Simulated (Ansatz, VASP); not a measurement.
**One calculation of Ca, two programs**

The input INCAR:

```
SYSTEM = Ca
PREC     = Accurate       ! precision mode
ENCUT    = 520            ! plane-wave cutoff, eV
EDIFF    = 1E-6           ! SCF threshold, eV
ISMEAR   = -1             ! smearing method
SIGMA    = 0.1            ! smearing width, eV
LREAL    = .False.        ! projectors in reciprocal space
LASPH    = .True.         ! aspherical terms in the spheres
NELM     = 80             ! most SCF steps
ALGO     = Normal         ! electronic algorithm
ISIF     = 2              ! what is computed and relaxed
LWAVE    = .False.        ! write WAVECAR
LCHARG   = .False.        ! write CHGCAR
GGA      = B5             ! functional
ALDAX    = 1.0          
AGGAX    = 1.0          
AGGAC    = 1.0          
ALDAC    = 0.0          
NBANDS   = 28             ! bands
```

File KPOINTS:

```
regular mesh
0
Gamma
  11 11 3
  0 0 0
```

The input POSCAR:

```
Ca
1.0
    3.9193053466      0.0000000000      0.0000000000
   -1.9596526733      3.3942179953      0.0000000000
    0.0000000000      0.0000000000     12.8437505099
Ca
4
Direct
    0.0000000000      1.0000000000      0.0000000000
    0.0000000000      1.0000000000      0.5000000000
    0.3333333333      0.6666666667      0.2500000000
    0.6666666667      0.3333333333      0.7500000000
```

Input for Ansatz:

```yaml
crystal:
  lattice:
    - [3.9193053466, 0.0, 0.0]
    - [-1.9596526733, 3.3942179953, 0.0]
    - [0.0, 0.0, 12.8437505099]
  atoms:
    - { symbol: Ca, position: [0.0, 1.0, 0.0] }
    - { symbol: Ca, position: [0.0, 1.0, 0.5] }
    - { symbol: Ca, position: [0.3333333333, 0.6666666667, 0.25] }
    - { symbol: Ca, position: [0.6666666667, 0.3333333333, 0.75] }
hamiltonian:
  xc: blyp
  pseudopotentials:
    kind: paw
    azcp:
      Ca: "pseudopotentials/Ca.paw.azcp"
basis:
  ecutwfc: 420
  fft_grid_basis: typed
kpoints:
  mp_grid: { grid: [11, 11, 3], shift: [0, 0, 0] }
magnetization:
  spin_polarized: false
scf:
  occupations: { method: fermi_dirac, width: 0.1 }
  lower_state_search: "off"
output:
  stress: true
  write_density: true
  write_potential: true
  elf: true
  volumetric_format: npy
```

Alike in both runs: task single point; functional BLYP; k mesh 11 × 11 × 3; occupations fermi-dirac, width 0.1 eV; no spin polarisation.

|  | VASP | Ansatz |
| --- | --- | --- |
| version | VASP 6.6.1 | Ansatz 0.2.0 |
| potentials or method | VASP PAW PBE potentials, release 64 (Ca_sv), cutoff 520 eV | plane waves (420 eV) with PAW, scalar-relativistic |
| valence electrons in the cell | 40 | 40 |

```csv
,VASP,Ansatz,Ansatz less VASP
pressure (GPa),0.0,0.0,-0.01
```

VASP's potentials were made for PBE, not for BLYP. With one functional, cell and mesh, what is left measures potentials, basis and numerics.
